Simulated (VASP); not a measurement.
# InSb: single point with r2SCAN

InSb:

```
CELL_PARAMETERS angstrom
0.00000 3.41069 3.41069
3.41069 0.00000 3.41069
3.41069 3.41069 0.00000
ATOMIC_POSITIONS crystal
In 0.00000 0.00000 0.00000
Sb 0.25000 0.25000 0.25000
```

This cell differs from its parent crystal: strain +4.0%.

```json
{
  "Program": "VASP 6.6.1",
  "Task": "single point",
  "Functional": "r2SCAN",
  "Potentials or basis": "VASP PAW PBE potentials, release 64 (In_d, Sb)",
  "Cutoff": "520 eV",
  "k mesh": "6 × 6 × 6",
  "Occupations": "fermi-dirac, width 0.02 eV",
  "Spin": "no spin polarisation",
  "Dipole correction": "no",
  "Further INCAR settings": "ALGO = Normal; EDIFF = 1e-06; NBANDS = 16"
}
```

* Pressure: -3.8 GPa
* Band gap on the k mesh: zero (filled and empty bands touch)

Levels at points of the mesh, in eV from the Fermi level:
| k point | band 5 | band 6 | band 7 | band 8 | band 9 | band 10 | band 11 | band 12 | band 13 | band 14 |
| --- | --- | --- | --- | --- | --- | --- | --- | --- | --- | --- |
| (0.00, 0.00, 0.00) | -14.80 | -10.22 | -0.69 | -0.01 | -0.01 | -0.01 | 3.20 | 3.20 | 3.20 | 5.94 |
| (0.50, 0.00, 0.00) | -14.80 | -9.14 | -5.12 | -0.84 | -0.84 | 0.53 | 4.03 | 4.03 | 6.40 | 7.95 |
| (0.50, 0.50, 0.00) | -14.80 | -8.67 | -5.46 | -1.89 | -1.89 | 1.55 | 1.78 | 7.78 | 7.78 | 8.39 |

Wall time 2.7 min on 1 thread of AMD EPYC 7R13 (shared host), peak memory 0.23 GiB.

Caveat: the cell differs from its parent crystal (strain +4.0%); the cell stands under tension; semilocal functionals underestimate gaps, and a narrow one can read as zero; the PAW data sets were made with another functional, which shifts forces and pressure a little; spin-orbit coupling is left out, which moves the levels of the heavy elements.
